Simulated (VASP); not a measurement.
# BiTe (R-3m) in VASP: further runs, part 3 of 3

VASP 6.6.1. The steps go on from the part before.

## 6. Single point, r2SCAN

This run uses another cell than the first one, of the same volume but with other edges.

POSCAR reads:

```
BiTe
1.0
    2.2198310163      1.2816200348      3.9513539146
   -2.2198310163      1.2816200348      3.9513539146
    0.0000000000     -2.5632400697      3.9513539146
Bi Te
1 1
Direct
    0.5000000000      0.5000000000      0.5000000000
    0.0000000000      0.0000000000      0.0000000000
```

INCAR.step1 reads:

```
SYSTEM = BiTe
PREC = Accurate ; ENCUT = 520
ISMEAR = 0 ; SIGMA = 0.15
LREAL = .False. ; LASPH = .True.
NELM = 80 ; NBANDS = 18
GGA = PE ; ALGO = Normal
EDIFF = 1E-4 ; LWAVE = .True.
LCHARG = .False.
```

INCAR.step2 reads:

```
SYSTEM = BiTe
PREC = Accurate ; ENCUT = 520
EDIFF = 1E-6 ; ISMEAR = 0
SIGMA = 0.15 ; LREAL = .False.
LASPH = .True. ; NELM = 80
ALGO = Normal ; ISIF = 2
LWAVE = .False. ; LCHARG = .False.
METAGGA = R2SCAN ; LMIXTAU = .True.
NBANDS = 18 ; ISTART = 1
```

KPOINTS reads:

```
Automatic mesh
0
Gamma
  12 12 12
  0 0 0
```

Potentials or basis: VASP PAW PBE potentials, release 64 (Bi_d, Te).

On the command line:

```sh
cat potpaw_PBE.64/Bi_d/POTCAR potpaw_PBE.64/Te/POTCAR > POTCAR
cp INCAR.step1 INCAR
mpirun -np 1 vasp_std > vasp.out
cp INCAR.step2 INCAR
mpirun -np 1 vasp_std > vasp.out
```

OUTCAR:

```text
SYSTEM = BiTe
   PREC = Accurate
   ENCUT = 520
   EDIFF = 1E-6
   ISMEAR = 0
   LREAL = .False.
   LASPH = .True.
   NELM = 80
   ISIF = 2
   METAGGA = R2SCAN
   ISTART = 1

 ion  position               nearest neighbor table
   1  0.500  0.500  0.500-   2 3.24   2 3.24   2 3.24   2 3.24   2 3.24   2 3.24
   2  0.000  0.000  0.000-   1 3.24   1 3.24   1 3.24   1 3.24   1 3.24   1 3.24

  LATTYP: Found a trigonal (rhomboedric) cell.
 ALAT       =     4.7099254148
 COS(alpha) =     0.5557353412

  Lattice vectors:

 A1 = (   2.2198310163,   1.2816200348,   3.9513539146)
 A2 = (  -2.2198310163,   1.2816200348,   3.9513539146)
 A3 = (   0.0000000000,  -2.5632400697,   3.9513539146)

Analysis of symmetry for initial positions (statically):
=====================================================================
 Subroutine PRICEL returns:
 Original cell was already a primitive cell.

 Routine SETGRP: Setting up the symmetry group for a
 trigonal (rhombohedral) supercell.

 Subroutine GETGRP returns: Found 12 space group operations
 (whereof 12 operations were pure point group operations)
 out of a pool of 12 trial point group operations.

The static configuration has the point symmetry D_3d.

Analysis of symmetry for dynamics (positions and initial velocities):
=====================================================================
 Subroutine PRICEL returns:
 Original cell was already a primitive cell.

 Routine SETGRP: Setting up the symmetry group for a
 trigonal (rhombohedral) supercell.

 Subroutine GETGRP returns: Found 12 space group operations
 (whereof 12 operations were pure point group operations)
 out of a pool of 12 trial point group operations.

The dynamic configuration has the point symmetry D_3d.

 Subroutine INISYM returns: Found 12 space group operations
 (whereof 12 operations are pure point group operations),
 and found     1 'primitive' translations

----------------------------------------------------------------------------------------

                                     Primitive cell

  volume of cell :      67.4491

  direct lattice vectors                    reciprocal lattice vectors
     2.219831016  1.281620035  3.951353915     0.225242370  0.130043743  0.084359270
    -2.219831016  1.281620035  3.951353915    -0.225242370  0.130043743  0.084359270
     0.000000000 -2.563240070  3.951353915     0.000000000 -0.260087486  0.084359270

  length of vectors
     4.709925415  4.709925415  4.709925415     0.273426383  0.273426383  0.273426383

  position of ions in fractional coordinates (direct lattice)
     0.500000000  0.500000000  0.500000000
     0.000000000  0.000000000  0.000000000

  ion indices of the primitive-cell ions
   primitive index   ion index
                 1           1
                 2           2

----------------------------------------------------------------------------------------

 KPOINTS: Automatic mesh

Automatic generation of k-mesh.
 Grid dimensions read from file:
 generate k-points for:   12   12   12

 Generating k-lattice:

  Cartesian coordinates                     Fractional coordinates (reciprocal lattice)
     0.018770198  0.010836979  0.007029939     0.083333333  0.000000000  0.000000000
    -0.018770198  0.010836979  0.007029939     0.000000000  0.083333333  0.000000000
     0.000000000 -0.021673957  0.007029939     0.000000000  0.000000000  0.083333333

  Length of vectors
     0.022785532  0.022785532  0.022785532

  Shift w.r.t. Gamma in fractional coordinates (k-lattice)
     0.000000000  0.000000000  0.000000000

 Subroutine IBZKPT returns following result:
 ===========================================

 Found    189 irreducible k-points:

 Following reciprocal coordinates:
            Coordinates               Weight
  0.000000  0.000000  0.000000      1.000000
  0.083333 -0.000000 -0.000000      6.000000
  0.166667  0.000000  0.000000      6.000000
  0.250000  0.000000 -0.000000      6.000000
  0.333333  0.000000 -0.000000      6.000000
  0.416667  0.000000  0.000000      6.000000
[... 16 lines left out ...]
  0.500000  0.166667 -0.000000     12.000000
 -0.416667  0.166667  0.000000     12.000000
 [... further k-points ...]
   k-points           NKPTS =    189   k-points in BZ     NKDIM =    189   number of bands    NBANDS=     18
   number of dos      NEDOS =    301   number of ions     NIONS =      2
   total plane-waves  NPLWV =  46656
   dimension x,y,z NGX =    36 NGY =   36 NGZ =   36
   dimension x,y,z NGXF=    72 NGYF=   72 NGZF=   72
   ions per type =               1   1
   NGX,Y,Z   is equivalent  to a cutoff of  12.71, 12.71, 12.71 a.u.
   NGXF,Y,Z  is equivalent  to a cutoff of  25.41, 25.41, 25.41 a.u.
 SYSTEM =  BiTe
   PREC   = accura    normal or accurate (medium, high low for compatibility)
   ISTART =      1    job   : 0-new  1-cont  2-samecut
   ICHARG =      0    charge: 1-file 2-atom 10-const
   ISPIN  =      1    spin polarized calculation?
   LNONCOLLINEAR =      F non collinear calculations
   LSORBIT =      F    spin-orbit coupling
   LASPH  =      T    aspherical Exc in radial PAW
   ENCUT  =  520.0 eV  38.22 Ry    6.18 a.u.   8.76  8.76  8.76*2*pi/ulx,y,z
   NELM   =     80;   NELMIN=  2; NELMDL=  0     # of ELM steps
   EDIFF  = 0.1E-05   stopping-criterion for ELM
   LREAL  =      F    real-space projection
   EDIFFG = 0.1E-04   stopping-criterion for IOM
   NSW    =      0    number of steps for IOM
   IBRION =     -1    ionic relax: 0-MD 1-quasi-New 2-CG
   NFREE  =      0    steps in history (QN), initial steepest desc. (CG)
   ISIF   =      2    stress and relaxation
   ISYM   =      2    0-nonsym 1-usesym 2-fastsym
   POTIM  = 0.5000    time-step for ionic-motion
   TEBEG  =    0.0;   TEEND  =   0.0 temperature during run
   PSTRESS=    0.0 pullay stress
   NELECT =      21.0000    total number of electrons
   NUPDOWN=      -1.0000    fix difference up-down
   EMIN   =  10.00;   EMAX   =-10.00  energy-range for DOS
   EFERMI =   0.00;   METHOD = LEGACY
   ISMEAR =     0;   SIGMA  =   0.15  broadening in eV -4-tet -1-fermi 0-gaus
   EFERMI_NEDOS =   21; number of points for ismear=-14 and -15
   IALGO  =     38    algorithm
   IMIX   =      4    mixing-type and parameters
     AMIX     =   0.40;   BMIX     =  1.00
     AMIX_MAG =   1.60;   BMIX_MAG =  1.00
  volume/ion in A,a.u.               =      33.72       227.58
  Fermi-wavevector in a.u.,A,eV,Ry     =   1.109573  2.096789 16.750837  1.231152
  Thomas-Fermi vector in A             =   2.246114
   LORBIT       =      0    0 simple, 1 ext, 2 COOP (PROOUT), +10 PAW based schemes
   METAGGA = R2SCAN    functional components
   LHFCALC =     F    Hartree Fock is set to
   AEXX    =    0.0000 exact exchange contribution
   IVDW    =     0    specifies the selected vdW correction
   LEPSILON=     F    determine dielectric tensor
   LRPA    =     F    only Hartree local field effects (RPA)
 non-spin polarized calculation
 Gauss-broadening in eV      SIGMA  =   0.15
  energy-cutoff  :      520.00
  volume of cell :       67.45
 maximum number of plane-waves:      1835
   NGX = 17   NGY = 17   NGZ = 17

 number of electron      21.0000003 magnetization

 Free energy of the ion-electron system (eV)
  ---------------------------------------------------
  ext. energy  EPLUGINS =         0.00000000
  ---------------------------------------------------
  free energy    TOTEN  =       -84.03470607 eV

  energy without entropy =      -84.01841898  energy(sigma->0) =      -84.02656252

 E-fermi :   6.6564     XC(G=0): -10.0244

 val. band max:        6.6453120940   @ k =   0.3333   0.0000  -0.0000
 cond. band min:       6.6666908227   @ k =   0.5000   0.2500   0.2500
 fundamental gap:      0.0213787287
 Fermi energy:         6.6564060803

 k-point     1 :       0.0000    0.0000    0.0000
  band No.  band energies     occupation
      1     -17.2930      2.00000
      2     -17.2894      2.00000
      3     -17.2894      2.00000
      4     -17.2758      2.00000
      5     -17.2758      2.00000
      6      -7.5281      2.00000
[... 10 lines left out ...]
     17      13.4569      0.00000
     18      13.6586      0.00000

 k-point     2 :       0.0833   -0.0000   -0.0000
  band No.  band energies     occupation
      1     -17.2925      2.00000
      2     -17.2898      2.00000
      3     -17.2898      2.00000
      4     -17.2758      2.00000
      5     -17.2751      2.00000
      6      -7.4601      2.00000
[... 10 lines left out ...]
     17      13.8999      0.00000
     18      14.0439      0.00000
[... 442 lines left out ...]
 k-point    24 :      -0.4167    0.1667    0.0000
  band No.  band energies     occupation
      1     -17.2974      2.00000
      2     -17.2947      2.00000
      3     -17.2840      2.00000
      4     -17.2735      2.00000
      5     -17.2659      2.00000
      6      -5.3553      2.00000
[... 10 lines left out ...]
     17      16.2889      0.00000
     18      17.9711      0.00000

 [... further k-points ...]
[... 5 lines left out ...]
  --------------------------------------------------------------------------------------
  -------------------------------------------------------------------------------------
  Total       -0.0110240     -0.0110240     -0.0852753      0.0000000      0.0000000      0.0000000
  in kB       -0.2618629     -0.2618629     -2.0256183      0.0000000      0.0000000      0.0000000
  external PRESSURE =      -0.8497814 kB  Pullay stress =       0.0000000 kB

 VOLUME and BASIS-vectors are now :
 -----------------------------------------------------------------------------
  energy-cutoff  :      520.00
  volume of cell :       67.45
      direct lattice vectors                 reciprocal lattice vectors
     2.219831016  1.281620035  3.951353915     0.225242370  0.130043743  0.084359270
    -2.219831016  1.281620035  3.951353915    -0.225242370  0.130043743  0.084359270
     0.000000000 -2.563240070  3.951353915     0.000000000 -0.260087486  0.084359270

 POSITION                                       TOTAL-FORCE (eV/Angst)
 -----------------------------------------------------------------------------------
      0.00000     -0.00000      5.92703         0.000000      0.000000     -0.000000
      0.00000      0.00000      0.00000        -0.000000     -0.000000      0.000000
 -----------------------------------------------------------------------------------
    total drift:                                0.000000     -0.000000      0.000000

  FREE ENERGIE OF THE ION-ELECTRON SYSTEM (eV)
  ---------------------------------------------------
  free  energy   TOTEN  =       -84.0347060654 eV

  energy  without entropy=      -84.0184189834  energy(sigma->0) =      -84.02656252
```

Run time: 4.8 min. Hardware: 1 thread of Intel Xeon 6975P-C (Granite Rapids), shared host; peak memory 0.38 GiB.

What came out:

```yaml
Free_energy: -84.0347 eV
Pressure: -0.1 GPa
Band_gap_on_the_k_mesh: zero (an odd number of electrons rules out a gap without spin polarisation)
```

Stress tensor (GPa, compression positive):
```
-0.03  0.00  0.00
 0.00 -0.03  0.00
 0.00  0.00 -0.20
```

Caveat: the PAW data sets were made with another functional, which shifts forces and pressure a little; spin-orbit coupling is left out, which moves the levels of the heavy elements; an odd number of electrons without spin polarisation forces a metal; a magnetic or distorted state may lie lower.

## 7. The runs side by side

```tsv
cell	gap on the mesh (eV)	pressure (GPa)
a = 4.454 Å, angles 63.6°, 2 atoms	none	-0.1
a = 4.297 Å, angles 69.7°, 2 atoms	none	-1.2
a = 4.395 Å, angles 65.7°, 2 atoms	none	-0.4
a = 4.154 Å, angles 77.8°, 2 atoms	none	-3.1
a = 4.710 Å, angles 56.2°, 2 atoms	none	-0.1
```

Alike in all rows: task single point; level r2SCAN; potentials or basis VASP PAW PBE potentials, release 64 (Bi_d, Te); no spin polarisation; k mesh 12 × 12 × 12; cutoff (eV) 520; smearing gaussian 0.15 eV.

Caveats: the PAW data sets were made with another functional, which shifts forces and pressure a little; spin-orbit coupling is left out, which moves the levels of the heavy elements; an odd number of electrons without spin polarisation forces a metal; a magnetic or distorted state may lie lower; the stress differs along the axes, from -5 to 1 GPa (at least some runs).

Total energies depend on the potentials used, so only differences within one code and one set of settings carry meaning.

The gap in the log of VASP goes by the Fermi energy; the results here count the filled bands.